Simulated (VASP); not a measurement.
Here is a VASP 6.6.1 calculation.

INCAR

```
SYSTEM = BiH2
  PREC = Accurate
  ENCUT = 520
  EDIFF = 1E-7
  ISMEAR = 0
  SIGMA = 0.1
  LREAL = .False.
  LASPH = .True.
  NELM = 80
  ALGO = Normal
  ISIF = 2
  LWAVE = .False.
  LCHARG = .False.
  GGA = PE
  NBANDS = 26
```

The input KPOINTS:

```
regular mesh
0
Gamma
  4 4 6
  0 0 0
```

POSCAR

```
BiH2
1.0
    4.9383486899      0.0000000000      0.0000000000
    0.0000000000      5.2053931790      0.0000000000
    0.0000000000      0.0000000000      3.6733016451
Bi H
2 4
Direct
    0.0000000000      0.0000000000      0.0000000000
    0.5000000000      0.5000000000      0.5000000000
    0.2892126074      0.3046867129      0.0000000000
    0.7107873926      0.6953132871      0.0000000000
    0.7892126074      0.1953132871      0.5000000000
    0.2107873926      0.8046867129      0.5000000000
```

Potentials or basis: VASP PAW PBE potentials, release 64 (Bi_d, H).

Launch:

```sh
$ cat potpaw_PBE.64/Bi_d/POTCAR potpaw_PBE.64/H/POTCAR > POTCAR
$ mpirun -np 1 vasp_std > vasp.out
```

(1) Predict the pressure.

(2) Estimate the largest force.

Answers

(1) 0.1 GPa.

(2) 0.012 eV/Å.
